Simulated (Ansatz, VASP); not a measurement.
One calculation of Sc, two programs

```
Sc
1.0
     0.00000    2.32685    2.32685
     2.32685    0.00000    2.32685
     2.32685    2.32685    0.00000
Sc
1
Direct
  0.00000 0.00000 0.00000
```

Alike in both runs: task single point; functional PBE; k mesh 8 × 8 × 8; no spin polarisation.

```csv
,VASP,Ansatz
version,VASP 6.6.1,Ansatz 0.2.0
potentials or method,"VASP PAW PBE potentials, release 64 (Sc_sv), cutoff 500 eV","scalar-relativistic, plane waves, PAW"
occupations,"fermi-dirac, width 0.1 eV",fermi-dirac
valence electrons in the cell,11,11
```

```csv
,VASP,Ansatz,Ansatz less VASP
gap on the k mesh at the Fermi level (eV),none,none,-
pressure (GPa),-0.8,-0.8,-0.01
```

A gap of «none» marks a metal or a gap that the smearing closes.
